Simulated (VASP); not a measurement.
Here is a VASP 6.6.1 calculation.

INCAR

```
PREC     = Accurate       # precision mode
ENCUT    = 520            # plane-wave cutoff, eV
EDIFF    = 1E-7           # SCF threshold, eV
ISMEAR   = 0              # smearing method
SIGMA    = 0.01           # smearing width, eV
LREAL    = False          # projectors in reciprocal space
LASPH    = True           # aspherical terms in the spheres
NELM     = 60             # most SCF steps
ALGO     = Normal         # electronic algorithm
ISIF     = 2              # what is computed and relaxed
LWAVE    = False          # write WAVECAR
LCHARG   = False          # write CHGCAR
GGA      = PS             # functional
NBANDS   = 16             # bands
```

The input KPOINTS:

```
Automatic mesh
0
Gamma
  8 8 6
```

Contents of POSCAR:

```
SiC
1.0
    3.0142565176      0.0000000000      0.0000000000
   -1.5071282588      2.6104227178      0.0000000000
    0.0000000000      0.0000000000      5.0703229843
Si C
2 2
Direct
    0.3333333333      0.6666666667      0.0060978797
    0.6666666667      0.3333333333      0.5060978797
    0.3333333333      0.6666666667      0.3789021203
    0.6666666667      0.3333333333      0.8789021203
```

Potentials or basis: VASP PAW PBE potentials, release 64 (Si, C).

The run is started by

```sh
$ cat potpaw_PBE.64/Si/POTCAR potpaw_PBE.64/C/POTCAR > POTCAR
$ mpirun -np 1 vasp_std > vasp.out
```

Task: Estimate the pressure.

Result: 9.1 GPa.

Task: Estimate the band gap on the k mesh.

Result: 2.11 eV, indirect (least direct gap 4.11 eV).

Task: What does it give for the largest force?

Result: 0.003 eV/Å.

Forces on the atoms (eV/Å):
```
Si   0.000  0.000  0.003
Si   0.000  0.000  0.003
C    0.000  0.000 -0.003
C    0.000  0.000 -0.003
```

Caveat: the cell differs from its parent crystal (film at in-plane strain -0.02); the PAW data sets were made with another functional, which shifts forces and pressure a little. A k mesh can miss the band edges.
